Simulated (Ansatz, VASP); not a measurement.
## PbS: VASP beside Ansatz

The input INCAR:

```
SYSTEM = PbS
ALGO = Normal
EDIFF = 1E-6
EDIFFG = -0.01
ENCUT = 600
GGA = PE
IBRION = 2
ISIF = 3
ISMEAR = -1
LASPH = .TRUE.
LCHARG = .FALSE.
LREAL = .FALSE.
LWAVE = .FALSE.
NELM = 60
NSW = 60
PREC = Accurate
SIGMA = 0.05
```

File KPOINTS:

```
k-points
0
G
  7 7 6
  0 0 0
```

POSCAR

```
PbS
1.0
    2.0799526950     -5.9912968650      0.0000000000
    2.0799526950      5.9912968650      0.0000000000
    0.0000000000      0.0000000000      4.2793209400
Pb S
2 2
Direct
    0.1305633500      0.8694366500      0.2500000000
    0.8694366500      0.1305633500      0.7500000000
    0.3547970900      0.6452029100      0.2500000000
    0.6452029100      0.3547970900      0.7500000000
```

File input.yaml:

```yaml
crystal:
  lattice:
    - [2.079952695, -5.991296865, 0.0]
    - [2.079952695, 5.991296865, 0.0]
    - [0.0, 0.0, 4.27932094]
  atoms:
    - { symbol: Pb, position: [0.13056335, 0.86943665, 0.25] }
    - { symbol: Pb, position: [0.86943665, 0.13056335, 0.75] }
    - { symbol: S, position: [0.35479709, 0.64520291, 0.25] }
    - { symbol: S, position: [0.64520291, 0.35479709, 0.75] }
hamiltonian:
  xc: pbe
  pseudopotentials: { kind: paw }
kpoints:
  mp_grid: { grid: [7, 7, 6] }
scf:
  occupations: { method: fermi_dirac, width: 0.05 }
output:
  forces: true
  stress: true
  write_density: true
  write_potential: true
  elf: true
  volumetric_format: npy
relax:
  f_tol: 0.01
  max_steps: 40
  cell: { stress_tol: 0.05 }
```

Alike in both runs: task relaxation of cell and atoms; functional PBE; k mesh 7 × 7 × 6; occupations fermi-dirac, width 0.05 eV; no spin polarisation.

|  | VASP | Ansatz |
| --- | --- | --- |
| version | VASP 6.6.1 | Ansatz 0.2.0 |
| potentials or method | VASP PAW PBE potentials, release 64 (Pb_d, S) | Ansatz PAW |
| plane-wave cutoff (eV) | 600 | 420 |
| valence electrons in the cell | 40 | 40 |

```csv
,VASP,Ansatz,Ansatz less VASP
"gap on the k mesh at the Fermi level, each at its own relaxed structure (eV)",1.29,1.28,-0.005
relaxed volume (Å³/atom),27.47,27.53,+0.057
relaxed cell length with the largest relative difference (Å),6.452,6.462,+0.0107
```

Neither program's run includes spin-orbit coupling. Noted on Ansatz's run: odd divisions of the mesh miss points on the zone boundary, where band edges often lie, so the gap on the mesh can be too wide; the plane-wave basis is chosen anew once the cell has moved, so the energies of steps on either side of that aren't comparable.
